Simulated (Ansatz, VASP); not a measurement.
Two plane-wave programs on HfN

```
Hf N
1.0
     0.00000    2.25077    2.25077
     2.25077    0.00000    2.25077
     2.25077    2.25077    0.00000
Hf N
1 1
Direct
  0.00000 0.00000 0.00000
  0.50000 0.50000 0.50000
```

Alike in both runs: functional PBEsol; k mesh 16 × 16 × 16; occupations gaussian, width 0.1 eV; no spin polarisation.

Ansatz relaxed the structure, and its values are those at the end. VASP's run is a single point on that final structure, the one shown.

```csv
,VASP,Ansatz
version,VASP 6.6.1,Ansatz 0.2.0
potentials or method,"VASP PAW PBE potentials, release 64 (Hf_pv, N), cutoff 600 eV","scalar-relativistic, plane waves, PAW"
valence electrons in the cell,15,31
```

Ansatz gave:

| Property | Result |
| --- | --- |
| gap on the k mesh at the Fermi level (eV) | none |
| pressure (GPa) | 0.0 |

Problem. Which values does VASP return?

Solution. gap on the k mesh at the Fermi level (eV): none; pressure (GPa): -2.3.

VASP's potentials were made for PBE, not for PBEsol. A gap of «none» marks a metal or a gap that the smearing closes. VASP's potentials hold 15 valence electrons a cell and Ansatz's 31, so a difference there can come from the potentials and not from the codes.

Neither program's run includes spin-orbit coupling.
